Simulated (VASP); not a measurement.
Here is a VASP 6.6.1 calculation.

INCAR

```
SYSTEM = Ag
  ALGO = Fast
  EDIFF = 1E-7
  ENCUT = 520
  GGA = PS
  ISIF = 2
  ISMEAR = 0
  LASPH = .TRUE.
  LCHARG = .FALSE.
  LREAL = .FALSE.
  LWAVE = .FALSE.
  NBANDS = 12
  NELM = 80
  PREC = Accurate
  SIGMA = 0.15
```

KPOINTS

```
k-points
0
G
  20 20 20
  0 0 0
```

Contents of POSCAR:

```
Ag
1.0
    0.0000000000      1.8796520000      2.2065480000
    1.8796520000      0.0000000000      2.2065480000
    1.8796520000      1.8796520000      0.0000000000
Ag
1
Direct
    0.0000000000      0.0000000000      0.0000000000
```

Potentials or basis: VASP PAW PBE potentials, release 64 (Ag).

Run with:

```sh
$ cat potpaw_PBE.64/Ag/POTCAR > POTCAR
$ mpirun -np 1 vasp_std > vasp.out
```

(1) Predict the band gap on the k mesh.

(2) Predict the pressure.

Results:

(1) zero (an odd number of electrons rules out a gap without spin polarisation).

(2) 10.8 GPa.

Caveat: the cell differs from its parent crystal (strain -0.080 along x and y, +0.080 along z); the cell stands under pressure; the PAW data sets were made with another functional, which shifts forces and pressure a little.
